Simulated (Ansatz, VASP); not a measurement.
## One calculation of Ti, two programs

INCAR

```
SYSTEM = Ti
PREC     = Accurate       ! precision mode
ENCUT    = 520            ! plane-wave cutoff, eV
EDIFF    = 1E-6           ! SCF threshold, eV
ISMEAR   = -1             ! smearing method
SIGMA    = 0.1            ! smearing width, eV
LREAL    = .False.        ! projectors in reciprocal space
LASPH    = .True.         ! aspherical terms in the spheres
NELM     = 100            ! most SCF steps
ALGO     = Normal         ! electronic algorithm
ISIF     = 2              ! what is computed and relaxed
LWAVE    = .False.        ! write WAVECAR
LCHARG   = .False.        ! write CHGCAR
GGA      = PE             ! functional
NBANDS   = 19             ! bands
```

File KPOINTS:

```
regular mesh
0
Gamma
  2 2 1
  0 0 0
```

POSCAR

```
Ti
1.0
    2.9390756844      0.0000000000      0.0000000000
   -1.4695378422      2.5453142064      0.0000000000
    0.0000000000      0.0000000000      4.6559893251
Ti
2
Direct
    0.3333333333      0.6666666667      0.2500000000
    0.6666666667      0.3333333333      0.7500000000
```

Input for Ansatz:

```yaml
crystal:
  lattice:
    - [2.9390756844, 0.0, 0.0]
    - [-1.4695378422, 2.5453142064, 0.0]
    - [0.0, 0.0, 4.6559893251]
  atoms:
    - { symbol: Ti, position: [0.3333333333, 0.6666666667, 0.25] }
    - { symbol: Ti, position: [0.6666666667, 0.3333333333, 0.75] }
hamiltonian:
  xc: pbe
  pseudopotentials:
    kind: paw
    azcp:
      Ti: "pseudopotentials/Ti.paw.azcp"
basis:
  ecutwfc: 420
  fft_grid_basis: typed
kpoints:
  mp_grid: { grid: [2, 2, 1], shift: [0, 0, 0] }
magnetization:
  spin_polarized: false
scf:
  occupations: { method: fermi_dirac, width: 0.1 }
  lower_state_search: "off"
output:
  stress: true
```

Alike in both runs: task single point; functional PBE; k mesh 2 × 2 × 1; occupations fermi-dirac, width 0.1 eV; no spin polarisation.

|  | VASP | Ansatz |
| --- | --- | --- |
| version | VASP 6.6.1 | Ansatz 0.2.0 |
| potentials or method | VASP PAW PBE potentials, release 64 (Ti_sv), cutoff 520 eV | plane waves (420 eV) with PAW, scalar-relativistic |
| valence electrons in the cell | 24 | 24 |

VASP gave:

```
pressure (GPa)                                                : -6.4
traceless stress, the component that is largest in VASP (GPa) : -27.92
```

What did Ansatz give for the same quantities?

Pressure (GPa): -6.1; traceless stress, the component that is largest in VASP (GPa): -27.86.

The functional is the same, so the differences come from potentials, cutoffs and numerics.

The k mesh is coarse, so the values compare programs but aren't converged.
